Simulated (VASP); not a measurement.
# TiAl (P4/mmm) in VASP: a series of runs

TiAl is run at these levels: r2SCAN; tasks: single point.

All numbers are computed with VASP 6.6.1; they aren't measurements. Logs are shortened: lines on timing, memory, paths and dates and some standing lists are left out, and cuts for length are marked.

### 1 The cell of the first run

The structure is tetragonal, space group P4/mmm (No. 123). Conventional cell: a = 3.223 Å, b = 3.223 Å, c = 3.094 Å, α = 90.00°, β = 90.00°, γ = 90.00°. Within 3.6 Å of Ti (site symmetry 4/mmm) lie 8 Al at 2.75 Å and 6 Ti at 3.09 to 3.22 Å. Al (site symmetry 4/mmm) has 8 Ti at 2.75 Å and 6 Al at 3.09 to 3.22 Å within 3.6 Å.

### 2 Single point, r2SCAN

Contents of POSCAR:

```
TiAl
1.0
    3.2226182341      0.0000000000      0.0000000000
    0.0000000000      3.2226182341      0.0000000000
    0.0000000000      0.0000000000      3.0937135048
Ti Al
1 1
Direct
    0.0000000000      0.0000000000      0.0000000000
    0.5000000000      0.5000000000      0.5000000000
```

Contents of INCAR.step1:

```
  PREC = Accurate
  ENCUT = 520
  ISMEAR = 0
  SIGMA = 0.15
  LREAL = F
  LASPH = T
  NELM = 60
  NBANDS = 14
  GGA = PE
  ALGO = Normal
  EDIFF = 1E-4
  LWAVE = T
  LCHARG = F
```

Contents of INCAR.step2:

```
  PREC = Accurate
  ENCUT = 520
  EDIFF = 1E-6
  ISMEAR = 0
  SIGMA = 0.15
  LREAL = F
  LASPH = T
  NELM = 60
  ALGO = Normal
  ISIF = 2
  LWAVE = F
  LCHARG = F
  METAGGA = R2SCAN
  LMIXTAU = T
  NBANDS = 14
  ISTART = 1
```

Contents of KPOINTS:

```
regular mesh
0
Gamma
  16 16 16
```

Potentials or basis: VASP PAW PBE potentials, release 64 (Ti_sv, Al).

Started as:

```sh
> cat potpaw_PBE.64/Ti_sv/POTCAR potpaw_PBE.64/Al/POTCAR > POTCAR
> cp INCAR.step1 INCAR
> mpirun -np 1 vasp_std > vasp.out
> cp INCAR.step2 INCAR
> mpirun -np 1 vasp_std > vasp.out
```

OUTCAR:

```text
PREC = Accurate
   ENCUT = 520
   EDIFF = 1E-6
   ISMEAR = 0
   LREAL = F
   LASPH = T
   NELM = 60
   ISIF = 2
   METAGGA = R2SCAN
   ISTART = 1

 ion  position               nearest neighbor table
   1  0.000  0.000  0.000-   2 2.75   2 2.75   2 2.75   2 2.75   2 2.75   2 2.75   2 2.75   2 2.75

   2  0.500  0.500  0.500-   1 2.75   1 2.75   1 2.75   1 2.75   1 2.75   1 2.75   1 2.75   1 2.75

  LATTYP: Found a simple tetragonal cell.
 ALAT       =     3.2226182341
 C/A-ratio  =     0.9600000000

  Lattice vectors:

 A1 = (   3.2226182341,   0.0000000000,   0.0000000000)
 A2 = (   0.0000000000,   3.2226182341,   0.0000000000)
 A3 = (   0.0000000000,   0.0000000000,   3.0937135048)

Analysis of symmetry for initial positions (statically):
=====================================================================
 Subroutine PRICEL returns:
 Original cell was already a primitive cell.

 Routine SETGRP: Setting up the symmetry group for a
 simple tetragonal supercell.

 Subroutine GETGRP returns: Found 16 space group operations
 (whereof 16 operations were pure point group operations)
 out of a pool of 16 trial point group operations.

The static configuration has the point symmetry D_4h.

Analysis of symmetry for dynamics (positions and initial velocities):
=====================================================================
 Subroutine PRICEL returns:
 Original cell was already a primitive cell.

 Routine SETGRP: Setting up the symmetry group for a
 simple tetragonal supercell.

 Subroutine GETGRP returns: Found 16 space group operations
 (whereof 16 operations were pure point group operations)
 out of a pool of 16 trial point group operations.

The dynamic configuration has the point symmetry D_4h.

 Subroutine INISYM returns: Found 16 space group operations
 (whereof 16 operations are pure point group operations),
 and found     1 'primitive' translations

----------------------------------------------------------------------------------------

                                     Primitive cell

  volume of cell :      32.1290

  direct lattice vectors                    reciprocal lattice vectors
     3.222618234  0.000000000  0.000000000     0.310306691  0.000000000  0.000000000
     0.000000000  3.222618234  0.000000000     0.000000000  0.310306691  0.000000000
     0.000000000  0.000000000  3.093713505     0.000000000  0.000000000  0.323236136

  length of vectors
     3.222618234  3.222618234  3.093713505     0.310306691  0.310306691  0.323236136

  position of ions in fractional coordinates (direct lattice)
     0.000000000  0.000000000  0.000000000
     0.500000000  0.500000000  0.500000000

  ion indices of the primitive-cell ions
   primitive index   ion index
                 1           1
                 2           2

----------------------------------------------------------------------------------------

 KPOINTS: regular mesh

Automatic generation of k-mesh.
 Grid dimensions read from file:
 generate k-points for:   16   16   16

 Generating k-lattice:

  Cartesian coordinates                     Fractional coordinates (reciprocal lattice)
     0.019394168  0.000000000  0.000000000     0.062500000  0.000000000  0.000000000
     0.000000000  0.019394168  0.000000000     0.000000000  0.062500000  0.000000000
     0.000000000  0.000000000  0.020202259     0.000000000  0.000000000  0.062500000

  Length of vectors
     0.019394168  0.019394168  0.020202259

  Shift w.r.t. Gamma in fractional coordinates (k-lattice)
     0.000000000  0.000000000  0.000000000

 Subroutine IBZKPT returns following result:
 ===========================================

 Found    405 irreducible k-points:

 Following reciprocal coordinates:
            Coordinates               Weight
  0.000000  0.000000  0.000000      1.000000
  0.062500  0.000000  0.000000      4.000000
  0.125000  0.000000  0.000000      4.000000
  0.187500  0.000000  0.000000      4.000000
  0.250000  0.000000  0.000000      4.000000
  0.312500  0.000000  0.000000      4.000000
[... 16 lines left out ...]
  0.437500  0.125000  0.000000      8.000000
  0.500000  0.125000  0.000000      4.000000
 [... further k-points ...]
   k-points           NKPTS =    405   k-points in BZ     NKDIM =    405   number of bands    NBANDS=     14
   number of dos      NEDOS =    301   number of ions     NIONS =      2
   total plane-waves  NPLWV =  13824
   dimension x,y,z NGX =    24 NGY =   24 NGZ =   24
   dimension x,y,z NGXF=    48 NGYF=   48 NGZF=   48
   ions per type =               1   1
   NGX,Y,Z   is equivalent  to a cutoff of  12.38, 12.38, 12.90 a.u.
   NGXF,Y,Z  is equivalent  to a cutoff of  24.76, 24.76, 25.79 a.u.
 SYSTEM =  unknown system
   PREC   = accura    normal or accurate (medium, high low for compatibility)
   ISTART =      1    job   : 0-new  1-cont  2-samecut
   ICHARG =      0    charge: 1-file 2-atom 10-const
   ISPIN  =      1    spin polarized calculation?
   LNONCOLLINEAR =      F non collinear calculations
   LSORBIT =      F    spin-orbit coupling
   LASPH  =      T    aspherical Exc in radial PAW
   ENCUT  =  520.0 eV  38.22 Ry    6.18 a.u.   5.99  5.99  5.75*2*pi/ulx,y,z
   NELM   =     60;   NELMIN=  2; NELMDL=  0     # of ELM steps
   EDIFF  = 0.1E-05   stopping-criterion for ELM
   LREAL  =      F    real-space projection
   EDIFFG = 0.1E-04   stopping-criterion for IOM
   NSW    =      0    number of steps for IOM
   IBRION =     -1    ionic relax: 0-MD 1-quasi-New 2-CG
   NFREE  =      0    steps in history (QN), initial steepest desc. (CG)
   ISIF   =      2    stress and relaxation
   ISYM   =      2    0-nonsym 1-usesym 2-fastsym
   POTIM  = 0.5000    time-step for ionic-motion
   TEBEG  =    0.0;   TEEND  =   0.0 temperature during run
   PSTRESS=    0.0 pullay stress
   NELECT =      15.0000    total number of electrons
   NUPDOWN=      -1.0000    fix difference up-down
   EMIN   =  10.00;   EMAX   =-10.00  energy-range for DOS
   EFERMI =   0.00;   METHOD = LEGACY
   ISMEAR =     0;   SIGMA  =   0.15  broadening in eV -4-tet -1-fermi 0-gaus
   EFERMI_NEDOS =   21; number of points for ismear=-14 and -15
   IALGO  =     38    algorithm
   IMIX   =      4    mixing-type and parameters
     AMIX     =   0.40;   BMIX     =  1.00
     AMIX_MAG =   1.60;   BMIX_MAG =  1.00
  volume/ion in A,a.u.               =      16.06       108.41
  Fermi-wavevector in a.u.,A,eV,Ry     =   1.270007  2.399964 21.945065  1.612917
  Thomas-Fermi vector in A             =   2.403017
   LORBIT       =      0    0 simple, 1 ext, 2 COOP (PROOUT), +10 PAW based schemes
   METAGGA = R2SCAN    functional components
   LHFCALC =     F    Hartree Fock is set to
   AEXX    =    0.0000 exact exchange contribution
   IVDW    =     0    specifies the selected vdW correction
   LEPSILON=     F    determine dielectric tensor
   LRPA    =     F    only Hartree local field effects (RPA)
 non-spin polarized calculation
 Gauss-broadening in eV      SIGMA  =   0.15
  energy-cutoff  :      520.00
  volume of cell :       32.13
 maximum number of plane-waves:       888
 NGX is ok and might be reduce to    24

 number of electron      15.0000005 magnetization

 Free energy of the ion-electron system (eV)
  ---------------------------------------------------
  ext. energy  EPLUGINS =         0.00000000
  ---------------------------------------------------
  free energy    TOTEN  =       -20.32386496 eV

  energy without entropy =      -20.30048969  energy(sigma->0) =      -20.31217732

 E-fermi :   8.8259     XC(G=0): -11.8997

 val. band max:        8.8238126894   @ k =   0.3125   0.0000   0.3125
 cond. band min:       8.8412520611   @ k =   0.3125   0.2500   0.2500
 fundamental gap:      0.0174393716
 Fermi energy:         8.8259082883

 k-point     1 :       0.0000    0.0000    0.0000
  band No.  band energies     occupation
      1     -50.4455      2.00000
      2     -25.6232      2.00000
      3     -25.6232      2.00000
      4     -25.5482      2.00000
      5      -1.0328      2.00000
      6       7.1755      2.00000
      7       7.2473      2.00000
      8      10.7040      0.00000
      9      10.9753      0.00000
     10      10.9753      0.00000
     11      13.0570      0.00000
     12      13.0570      0.00000
     13      14.2782      0.00000
     14      17.8450      0.00000

 k-point     2 :       0.0625    0.0000    0.0000
  band No.  band energies     occupation
      1     -50.4450      2.00000
      2     -25.6295      2.00000
      3     -25.6226      2.00000
      4     -25.5477      2.00000
      5      -0.9690      2.00000
      6       7.1423      2.00000
      7       7.2653      2.00000
      8      10.5722      0.00000
      9      10.8834      0.00000
     10      10.9823      0.00000
     11      12.8057      0.00000
     12      13.2379      0.00000
     13      14.4188      0.00000
     14      17.7721      0.00000

 k-point     3 :       0.1250    0.0000    0.0000
  band No.  band energies     occupation
      1     -50.4435      2.00000
      2     -25.6473      2.00000
      3     -25.6211      2.00000
      4     -25.5462      2.00000
      5      -0.7789      2.00000
      6       6.9890      2.00000
      7       7.3430      2.00000
      8      10.2657      0.00000
      9      10.6509      0.00000
     10      11.0023      0.00000
     11      12.2738      0.00000
     12      13.6928      0.00000
     13      14.7984      0.00000
     14      17.5261      0.00000
[... 324 lines left out ...]
 k-point    23 :       0.4375    0.1250    0.0000
  band No.  band energies     occupation
      1     -50.4305      2.00000
      2     -25.7764      2.00000
      3     -25.6322      2.00000
      4     -25.5335      2.00000
      5       1.9599      2.00000
      6       3.9264      2.00000
      7       8.0855      2.00000
      8       8.6087      1.95944
      9       9.5646      0.00000
     10      10.9400      0.00000
     11      11.7508      0.00000
     12      15.1885      0.00000
     13      16.8219      0.00000
     14      18.5602      0.00000

 k-point    24 :       0.5000    0.1250    0.0000
  band No.  band energies     occupation
      1     -50.4300      2.00000
      2     -25.7825      2.00000
      3     -25.6316      2.00000
      4     -25.5330      2.00000
      5       2.3691      2.00000
      6       3.4654      2.00000
      7       8.1870      2.00000
      8       8.5154      1.99658
      9       9.5249      0.00000
     10      10.9493      0.00000
     11      11.7792      0.00000
     12      15.2758      0.00000
     13      16.9053      0.00000
     14      18.4143      0.00000

 [... further k-points ...]

------------------------ aborting loop because EDIFF is reached ----------------------------------------

  FORCE on cell =-STRESS in cart. coord.  units (eV):
  Direction    XX          YY          ZZ          XY          YZ          ZX
  --------------------------------------------------------------------------------------
  -------------------------------------------------------------------------------------
  Total       -0.0873815     -0.0873815     -0.2095324     -0.0000000     -0.0000000      0.0000000
  in kB       -4.3574499     -4.3574499    -10.4487418     -0.0000000     -0.0000000      0.0000000
  external PRESSURE =      -6.3878805 kB  Pullay stress =       0.0000000 kB

 VOLUME and BASIS-vectors are now :
 -----------------------------------------------------------------------------
  energy-cutoff  :      520.00
  volume of cell :       32.13
      direct lattice vectors                 reciprocal lattice vectors
     3.222618234  0.000000000  0.000000000     0.310306691  0.000000000  0.000000000
     0.000000000  3.222618234  0.000000000     0.000000000  0.310306691  0.000000000
     0.000000000  0.000000000  3.093713505     0.000000000  0.000000000  0.323236136

 POSITION                                       TOTAL-FORCE (eV/Angst)
 -----------------------------------------------------------------------------------
      0.00000      0.00000      0.00000         0.000000      0.000000      0.000000
      1.61131      1.61131      1.54686         0.000000      0.000000      0.000000
 -----------------------------------------------------------------------------------
    total drift:                                0.000000      0.000000      0.000000

  FREE ENERGIE OF THE ION-ELECTRON SYSTEM (eV)
  ---------------------------------------------------
  free  energy   TOTEN  =       -20.3238649560 eV

  energy  without entropy=      -20.3004896939  energy(sigma->0) =      -20.31217732
```

Wall time 2.1 min (1 thread of Intel Xeon 6975P-C (Granite Rapids), shared host); peak memory 0.3 GiB.

Results:

```
Free energy : -20.3239 eV
Pressure    : -0.6 GPa
```

Caveat: the PAW data sets were made with another functional, which shifts forces and pressure a little.

### 3 Single point, r2SCAN

This run uses another cell than the first one, of the same volume but with other edges.

Contents of POSCAR:

```
TiAl
1.0
    3.1277798063      0.0000000000      0.0000000000
    0.0000000000      3.1277798063      0.0000000000
    0.0000000000      0.0000000000      3.2841687966
Ti Al
1 1
Direct
    0.0000000000      0.0000000000      0.0000000000
    0.5000000000      0.5000000000      0.5000000000
```

Contents of INCAR.step1:

```
PREC = Accurate ; ENCUT = 520
ISMEAR = 0 ; SIGMA = 0.15
LREAL = False ; LASPH = True
NELM = 80 ; NBANDS = 14
GGA = PE ; ALGO = Normal
EDIFF = 1E-4 ; LWAVE = True
LCHARG = False
```

Contents of INCAR.step2:

```
PREC = Accurate ; ENCUT = 520
EDIFF = 1E-7 ; ISMEAR = 0
SIGMA = 0.15 ; LREAL = False
LASPH = True ; NELM = 80
ALGO = Normal ; ISIF = 2
LWAVE = False ; LCHARG = False
METAGGA = R2SCAN ; LMIXTAU = True
NBANDS = 14 ; ISTART = 1
```

Contents of KPOINTS:

```
Automatic mesh
0
Gamma
  16 16 16
```

Potentials or basis: VASP PAW PBE potentials, release 64 (Ti_sv, Al).

Started as:

```sh
> cat potpaw_PBE.64/Ti_sv/POTCAR potpaw_PBE.64/Al/POTCAR > POTCAR
> cp INCAR.step1 INCAR
> mpirun -np 1 vasp_std > vasp.out
> cp INCAR.step2 INCAR
> mpirun -np 1 vasp_std > vasp.out
```

OUTCAR:

```text
PREC = Accurate
   ENCUT = 520
   EDIFF = 1E-7
   ISMEAR = 0
   LREAL = False
   LASPH = True
   NELM = 80
   ISIF = 2
   METAGGA = R2SCAN
   ISTART = 1

 ion  position               nearest neighbor table
   1  0.000  0.000  0.000-   2 2.75   2 2.75   2 2.75   2 2.75   2 2.75   2 2.75   2 2.75   2 2.75

   2  0.500  0.500  0.500-   1 2.75   1 2.75   1 2.75   1 2.75   1 2.75   1 2.75   1 2.75   1 2.75

  LATTYP: Found a simple tetragonal cell.
 ALAT       =     3.1277798063
 C/A-ratio  =     1.0500000000

  Lattice vectors:

 A1 = (   3.1277798063,   0.0000000000,   0.0000000000)
 A2 = (   0.0000000000,   3.1277798063,   0.0000000000)
 A3 = (   0.0000000000,   0.0000000000,   3.2841687966)

Analysis of symmetry for initial positions (statically):
=====================================================================
 Subroutine PRICEL returns:
 Original cell was already a primitive cell.

 Routine SETGRP: Setting up the symmetry group for a
 simple tetragonal supercell.

 Subroutine GETGRP returns: Found 16 space group operations
 (whereof 16 operations were pure point group operations)
 out of a pool of 16 trial point group operations.

[... 178 lines left out ...]
      7       7.2648      2.00000
      8      10.7866      0.00000
      9      10.7866      0.00000
     10      11.0849      0.00000
     11      12.5311      0.00000
     12      13.9372      0.00000
     13      13.9372      0.00000
     14      17.8239      0.00000
[... 377 lines left out ...]
      1     -50.4222      2.00000
      2     -25.7771      2.00000
      3     -25.6298      2.00000
      4     -25.5807      2.00000
      5       2.6847      2.00000
      6       3.5497      2.00000
      7       8.3383      1.99999
      8       8.8027      1.07294
      9       8.9369      0.24037
     10      10.7234      0.00000
     11      12.0838      0.00000
     12      15.5449      0.00000
     13      17.5212      0.00000
     14      18.2061      0.00000

 [... further k-points ...]

------------------------ aborting loop because EDIFF is reached ----------------------------------------

  FORCE on cell =-STRESS in cart. coord.  units (eV):
  Direction    XX          YY          ZZ          XY          YZ          ZX
  --------------------------------------------------------------------------------------
  -------------------------------------------------------------------------------------
  Total       -0.3045879     -0.3045879      0.2536857      0.0000000      0.0000000      0.0000000
  in kB      -15.1888705    -15.1888705     12.6505333      0.0000000      0.0000000      0.0000000
  external PRESSURE =      -5.9090693 kB  Pullay stress =       0.0000000 kB

 VOLUME and BASIS-vectors are now :
 -----------------------------------------------------------------------------
  energy-cutoff  :      520.00
  volume of cell :       32.13
      direct lattice vectors                 reciprocal lattice vectors
     3.127779806  0.000000000  0.000000000     0.319715601  0.000000000  0.000000000
     0.000000000  3.127779806  0.000000000     0.000000000  0.319715601  0.000000000
     0.000000000  0.000000000  3.284168797     0.000000000  0.000000000  0.304491048

 POSITION                                       TOTAL-FORCE (eV/Angst)
 -----------------------------------------------------------------------------------
      0.00000      0.00000      0.00000         0.000000      0.000000      0.000000
      1.56389      1.56389      1.64208         0.000000      0.000000      0.000000
 -----------------------------------------------------------------------------------
    total drift:                               -0.000000      0.000000      0.000000

  FREE ENERGIE OF THE ION-ELECTRON SYSTEM (eV)
  ---------------------------------------------------
  free  energy   TOTEN  =       -20.3293273921 eV

  energy  without entropy=      -20.3054245293  energy(sigma->0) =      -20.31737596
```

OUTCAR.step1:

```text
PREC = Accurate
   ENCUT = 520
   ISMEAR = 0
   LREAL = False
   LASPH = True
[... 632 lines left out ...]
      0.00000      0.00000      0.00000         0.000000      0.000000      0.000000
      1.56389      1.56389      1.64208         0.000000      0.000000      0.000000
 -----------------------------------------------------------------------------------
    total drift:                                0.000000      0.000000      0.000000

  FREE ENERGIE OF THE ION-ELECTRON SYSTEM (eV)
  ---------------------------------------------------
  free  energy   TOTEN  =       -12.1330610930 eV

  energy  without entropy=      -12.1042781005  energy(sigma->0) =      -12.11866960
```

It took 2.6 min on 1 thread of Intel Xeon 6975P-C (Granite Rapids), shared host; peak memory 0.3 GiB.

What came out:

```
Free energy : -20.3293 eV
Pressure    : -0.6 GPa
```

Caveat: the PAW data sets were made with another functional, which shifts forces and pressure a little.
